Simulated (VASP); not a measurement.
# Mg3ZnS4 (Cmmm) in VASP: relaxation of shape and atoms at fixed volume with PBE

Aim: the relaxation of shape and atoms at fixed volume of Mg3ZnS4 with PBE.

Program: VASP 6.6.1. These are calculated values, not measurements. Logs are shortened: lines on timing, memory, paths and dates and some standing lists are left out, and cuts for length are marked.

## 1. The cell of the first run

It takes space group Cmmm (No. 65, orthorhombic). The conventional cell has a = 7.565 Å, b = 10.827 Å, c = 3.781 Å, α = 90.00°, β = 90.00°, γ = 90.00°. Within 3.5 Å of Mg (site symmetry 2/m) lie 6 S at 2.67 to 2.71 Å. Within 3.5 Å of Mg (site symmetry mmm) lie 6 S at 2.66 to 2.73 Å. Within 3.5 Å of Zn (site symmetry mmm) lie 6 S at 2.62 to 2.76 Å. S (site symmetry m2m) has 5 Mg at 2.66 to 2.67 Å and 1 Zn at 2.76 Å within 3.5 Å. S (site symmetry 2mm) has 2 Zn at 2.62 Å and 4 Mg at 2.71 to 2.73 Å and 12 S at 3.62 to 3.95 Å within 4.0 Å.

## 2. Relaxation of shape and atoms at fixed volume, PBE (19.35 Å³/atom)

INCAR reads:

```
PREC = Accurate
ENCUT = 600
EDIFF = 1E-6
ISMEAR = 0
SIGMA = 0.02
LREAL = F
LASPH = T
NELM = 60
ALGO = Normal
ISIF = 4
LWAVE = F
LCHARG = F
GGA = PE
IBRION = 2
NSW = 50
EDIFFG = -0.01
```

KPOINTS reads:

```
regular mesh
0
Gamma
  6 6 8
```

POSCAR reads:

```
Mg3ZnS4
1.0
    3.7823261377     -5.4135211949      0.0000000000
    3.7823261377      5.4135211949      0.0000000000
    0.0000000000      0.0000000000      3.7809182856
Mg Zn S
3 1 4
Direct
    0.0000000000      0.5000000000      0.5000000000
    0.5000000000      0.0000000000      0.5000000000
    0.5000000000      0.5000000000      0.0000000000
    0.0000000000      0.0000000000      0.0000000000
    0.7455368232      0.2544631768      0.0000000000
    0.7610091051      0.7610091051      0.5000000000
    0.2389908949      0.2389908949      0.5000000000
    0.2544631768      0.7455368232      0.0000000000
```

Potentials or basis: VASP PAW PBE potentials, release 64 (Mg, Zn, S).

On the command line:

```console
> cat potpaw_PBE.64/Mg/POTCAR potpaw_PBE.64/Zn/POTCAR potpaw_PBE.64/S/POTCAR > POTCAR
> mpirun -np 1 vasp_std > vasp.out
```

OUTCAR:

```text
PREC = Accurate
   ENCUT = 600
   EDIFF = 1E-6
   ISMEAR = 0
   LREAL = F
   LASPH = T
   NELM = 60
   ISIF = 4
   GGA = PE
   IBRION = 2
   NSW = 50
   EDIFFG = -0.01

 ion  position               nearest neighbor table
   1  0.000  0.500  0.500-   5 2.67   8 2.67   5 2.67   8 2.67   7 2.71   6 2.71
   2  0.500  0.000  0.500-   5 2.67   8 2.67   5 2.67   8 2.67   7 2.71   6 2.71
   3  0.500  0.500  0.000-   5 2.66   8 2.66   7 2.73   6 2.73   6 2.73   7 2.73
   4  0.000  0.000  0.000-   6 2.62   7 2.62   6 2.62   7 2.62   5 2.76   8 2.76
   5  0.746  0.254  0.000-   3 2.66   2 2.67   1 2.67   1 2.67   2 2.67   4 2.76
   6  0.761  0.761  0.500-   4 2.62   4 2.62   1 2.71   2 2.71   3 2.73   3 2.73
   7  0.239  0.239  0.500-   4 2.62   4 2.62   1 2.71   2 2.71   3 2.73   3 2.73
   8  0.254  0.746  0.000-   3 2.66   2 2.67   1 2.67   1 2.67   2 2.67   4 2.76

  LATTYP: Found a base centered orthorhombic cell.
 ALAT       =     7.5646522754
 B/A-ratio  =     1.4312676903
 C/A-ratio  =     0.4998138907

  Lattice vectors:

 A1 = (   3.7823261377,  -5.4135211949,   0.0000000000)
 A2 = (   3.7823261377,   5.4135211949,   0.0000000000)
 A3 = (   0.0000000000,   0.0000000000,   3.7809182856)

Analysis of symmetry for initial positions (statically):
=====================================================================
 Subroutine PRICEL returns:
 Original cell was already a primitive cell.

 Routine SETGRP: Setting up the symmetry group for a
 base centered orthorhombic supercell.

 Subroutine GETGRP returns: Found  8 space group operations
 (whereof  8 operations were pure point group operations)
 out of a pool of  8 trial point group operations.

The static configuration has the point symmetry D_2h.

Analysis of symmetry for dynamics (positions and initial velocities):
=====================================================================
 Subroutine PRICEL returns:
 Original cell was already a primitive cell.

 Routine SETGRP: Setting up the symmetry group for a
 base centered orthorhombic supercell.

 Subroutine GETGRP returns: Found  8 space group operations
 (whereof  8 operations were pure point group operations)
 out of a pool of  8 trial point group operations.

The dynamic configuration has the point symmetry D_2h.

 Subroutine INISYM returns: Found  8 space group operations
 (whereof  8 operations are pure point group operations),
 and found     1 'primitive' translations

[... 127 lines left out ...]
  volume/ion in A,a.u.               =      19.35       130.61
  Fermi-wavevector in a.u.,A,eV,Ry     =   1.059748  2.002633 15.280235  1.123066
  Thomas-Fermi vector in A             =   2.195104
   LORBIT       =      0    0 simple, 1 ext, 2 COOP (PROOUT), +10 PAW based schemes
   GGA     = PE    functional components
   LHFCALC =     F    Hartree Fock is set to
   AEXX    =    0.0000 exact exchange contribution
   IVDW    =     0    specifies the selected vdW correction
   LEPSILON=     F    determine dielectric tensor
   LRPA    =     F    only Hartree local field effects (RPA)
 conjugate gradient relaxation of ions
 non-spin polarized calculation
 Gauss-broadening in eV      SIGMA  =   0.02
  energy-cutoff  :      600.00
  volume of cell :      154.83
 maximum number of plane-waves:      5202
 NGX is ok and might be reduce to    54
   NGX = 27   NGY = 27   NGZ = 15

--------------------------------------- Ionic step        1  -------------------------------------------

 number of electron      42.0000001 magnetization

 Free energy of the ion-electron system (eV)
  ---------------------------------------------------
  ext. energy  EPLUGINS =         0.00000000
  ---------------------------------------------------
  free energy    TOTEN  =       -31.35376562 eV

  energy without entropy =      -31.35376562  energy(sigma->0) =      -31.35376562

------------------------ aborting loop because EDIFF is reached ----------------------------------------

  FORCE on cell =-STRESS in cart. coord.  units (eV):
  Direction    XX          YY          ZZ          XY          YZ          ZX
  --------------------------------------------------------------------------------------
  -------------------------------------------------------------------------------------
  Total       -5.8869935     -5.7523865     -5.8782582      0.0000000      0.0000000      0.0000000
  in kB      -60.9169342    -59.5240588    -60.8265436      0.0000000      0.0000000      0.0000000
  external PRESSURE =     -60.4225122 kB  Pullay stress =       0.0000000 kB
[... 107 lines left out ...]
  FREE ENERGIE OF THE ION-ELECTRON SYSTEM (eV)
  ---------------------------------------------------
  free  energy   TOTEN  =       -31.3546213257 eV

  energy  without entropy=      -31.3546213257  energy(sigma->0) =      -31.35462133

[... ionic steps 4 to 10 ...]

--------------------------------------- Ionic step       11  -------------------------------------------

 number of electron      42.0000002 magnetization

------------------------ aborting loop because EDIFF is reached ----------------------------------------
[... 79 lines left out ...]
--------------------------------------- Ionic step       13  -------------------------------------------

 number of electron      42.0000002 magnetization

 Free energy of the ion-electron system (eV)
  ---------------------------------------------------
  ext. energy  EPLUGINS =         0.00000000
  ---------------------------------------------------
  free energy    TOTEN  =       -31.35890636 eV

  energy without entropy =      -31.35890636  energy(sigma->0) =      -31.35890636

 E-fermi :   2.9293     XC(G=0):  -9.4854

 val. band max:        2.8235815280   @ k =   0.3333   0.1667   0.0000
 cond. band min:       4.0670329647   @ k =   0.5000   0.5000   0.5000
 fundamental gap:      1.2434514367
 Fermi energy:         2.9292806139

 k-point     1 :       0.0000    0.0000    0.0000
  band No.  band energies     occupation
      1      -9.5385      2.00000
      2      -8.4452      2.00000
      3      -8.3585      2.00000
      4      -8.2352      2.00000
      5      -3.1292      2.00000
      6      -3.1292      2.00000
[... 685 lines left out ...]
     25       8.0377      0.00000
     26       8.9089      0.00000

 [... further k-points ...]

------------------------ aborting loop because EDIFF is reached ----------------------------------------

  FORCE on cell =-STRESS in cart. coord.  units (eV):
  Direction    XX          YY          ZZ          XY          YZ          ZX
  --------------------------------------------------------------------------------------
  -------------------------------------------------------------------------------------
  Total       -5.5054179     -5.5501522     -5.5940724      0.0000000      0.0000000      0.0000000
  in kB      -56.9684986    -57.4313962    -57.8858699      0.0000000      0.0000000      0.0000000
  external PRESSURE =     -57.4285882 kB  Pullay stress =       0.0000000 kB
[... 23 lines left out ...]
  FREE ENERGIE OF THE ION-ELECTRON SYSTEM (eV)
  ---------------------------------------------------
  free  energy   TOTEN  =       -31.3589063606 eV

  energy  without entropy=      -31.3589063606  energy(sigma->0) =      -31.35890636

 reached required accuracy - stopping structural energy minimisation
```

CONTCAR:

```text
Mg3ZnS4
   1.00000000000000
     3.7648826462974587   -5.4713394222441201    0.0000000000000000
     3.7648826462974587    5.4713394222441201    0.0000000000000000
     0.0000000000000000    0.0000000000000000    3.7582962058032976
  Mg              Zn              S
     3     1     4
Direct
     0.0000000000000000    0.5000000000000000    0.5000000000000000
     0.5000000000000000    0.0000000000000000    0.5000000000000000
     0.5000000000000000    0.5000000000000000    0.0000000000000000
     0.0000000000000000    0.0000000000000000    0.0000000000000000
     0.7387577039338418    0.2612422960661583    0.0000000000000000
     0.7661993140871093    0.7661993140871093    0.5000000000000000
     0.2338006859128906    0.2338006859128906    0.5000000000000000
     0.2612422960661583    0.7387577039338418    0.0000000000000000

  0.00000000E+00  0.00000000E+00  0.00000000E+00
  0.00000000E+00  0.00000000E+00  0.00000000E+00
  0.00000000E+00  0.00000000E+00  0.00000000E+00
  0.00000000E+00  0.00000000E+00  0.00000000E+00
  0.00000000E+00  0.00000000E+00  0.00000000E+00
  0.00000000E+00  0.00000000E+00  0.00000000E+00
  0.00000000E+00  0.00000000E+00  0.00000000E+00
  0.00000000E+00  0.00000000E+00  0.00000000E+00
```

Run time: 57 min. Hardware: 1 thread of Oxide Virtual Turin-like, shared host; peak memory 0.48 GiB.

What came out:

```
Free energy                  : -31.3589 eV
Energy gained by relaxing    : 0.6 meV/atom
Ionic steps                  : 13
Pressure after relaxing      : -5.7 GPa
Largest force after relaxing : 0.006 eV/Å
Band gap on the k mesh       : 1.24 eV (least direct gap 1.41 eV)
```

Forces in eV/Å, atoms in the order of the input:
```
Mg   0.000  0.000  0.000
Mg   0.000  0.000  0.000
Mg   0.000  0.000  0.000
Zn   0.000  0.000  0.000
S    0.000 -0.005  0.000
S    0.006  0.000  0.000
S   -0.006  0.000  0.000
S    0.000  0.005  0.000
```

Step by step:
```csv
step,energy change (eV),largest force (eV/Å),pressure (GPa),volume (Å³)
1,0.0000,0.0414,-6.04,154.83
2,-0.0002,0.0392,-6.04,154.83
3,-0.0009,0.0337,-6.03,154.83
4,-0.0017,0.0493,-5.99,154.83
5,-0.0020,0.0912,-5.86,154.83
6,-0.0021,0.0752,-5.92,154.83
7,-0.0024,0.0718,-5.91,154.83
8,-0.0031,0.0627,-5.89,154.83
9,-0.0041,0.0417,-5.81,154.83
10,-0.0045,0.0099,-5.65,154.83
11,-0.0047,0.0143,-5.73,154.83
12,-0.0050,0.0109,-5.74,154.83
13,-0.0051,0.0064,-5.74,154.83
```

Final structure:
```cif
data_structure
_symmetry_space_group_name_H-M 'P 1'
_symmetry_Int_Tables_number 1
_cell_length_a 6.6415
_cell_length_b 6.6415
_cell_length_c 3.7583
_cell_angle_alpha 90.000
_cell_angle_beta 90.000
_cell_angle_gamma 110.936
_cell_volume 154.83
loop_
_atom_site_label
_atom_site_type_symbol
_atom_site_fract_x
_atom_site_fract_y
_atom_site_fract_z
_atom_site_occupancy
Mg1 Mg 0.00000 0.50000 0.50000 1
Mg2 Mg 0.50000 0.00000 0.50000 1
Mg3 Mg 0.50000 0.50000 0.00000 1
Zn1 Zn 0.00000 0.00000 0.00000 1
S1 S 0.73876 0.26124 0.00000 1
S2 S 0.76620 0.76620 0.50000 1
S3 S 0.23380 0.23380 0.50000 1
S4 S 0.26124 0.73876 0.00000 1
```

A k mesh can miss the band edges.
